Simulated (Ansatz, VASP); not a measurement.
# Ru in VASP and in Ansatz

File INCAR:

```
  PREC = Accurate
  ENCUT = 520
  EDIFF = 1E-7
  ISMEAR = -1
  SIGMA = 0.03
  LREAL = F
  LASPH = T
  NELM = 100
  ALGO = Normal
  ISIF = 2
  LWAVE = F
  LCHARG = T
  GGA = PE
  LELF = T
  LVHAR = T
  NBANDS = 21
```

File KPOINTS:

```
regular mesh
0
Gamma
  14 14 8
```

Contents of POSCAR:

```
Ru
1.0
    2.7057993342     -0.0270579933     -0.0270579933
   -1.3763325767      2.3568199577     -0.0099039129
   -0.0428190000     -0.0428190000      4.2819000000
Ru
2
Direct
    0.3333333333      0.6666666667      0.2500000000
    0.6666666667      0.3333333333      0.7500000000
```

Input for Ansatz:

```yaml
crystal:
  lattice:
    - [2.7057993342, -0.0270579933, -0.0270579933]
    - [-1.3763325767, 2.3568199577, -0.0099039129]
    - [-0.042819, -0.042819, 4.2819]
  atoms:
    - { symbol: Ru, position: [0.3333333333, 0.6666666667, 0.25] }
    - { symbol: Ru, position: [0.6666666667, 0.3333333333, 0.75] }
kpoints:
  mp_grid: { grid: [14, 14, 8] }
  band_path:
    path:
      - [0.0, 0.0, 0.0]
      - [0.0, 0.0, 0.5]
      - [-0.5, 0.5, 0.0]
      - [0.0, 0.0, 0.0]
      - [0.0, -0.5, 0.0]
      - [-0.5, 0.0, 0.5]
      - [0.0, 0.0, 0.0]
      - [-0.5, 0.0, 0.0]
      - [0.0, -0.5, 0.5]
    npoints: 5
scf:
  occupations: { method: fermi_dirac, width: 0.03 }
hamiltonian:
  xc: pbe
  pseudopotentials: { kind: all_electron, lapw: { basis_error: 0.0005 } }
output:
  forces: true
  stress: true
  eigenvalues: true
```

Change from the starting cell: equal xy, yz and zx shear strains of -2 %.

Alike in both runs: task single point; functional PBE; k mesh 14 × 14 × 8; occupations fermi-dirac, width 0.03 eV; no spin polarisation.

```csv
,VASP,Ansatz
version,VASP 6.6.1,Ansatz 0.2.0
potentials or method,"VASP PAW PBE potentials, release 64 (Ru_pv), cutoff 520 eV","all-electron LAPW, scalar-relativistic"
```

```csv
,VASP,Ansatz,Ansatz less VASP
pressure (GPa),4.9,4.9,+0.02
"traceless stress, the component that is largest in VASP (GPa)",4.09,4.09,-0.004
rms of the force components (eV/Å),0.057,0.057,-0.0002
```

Atom by atom the forces differ by 0.000 eV/Å (rms over components). Ansatz ran all-electron here, and VASP with PAW potentials.
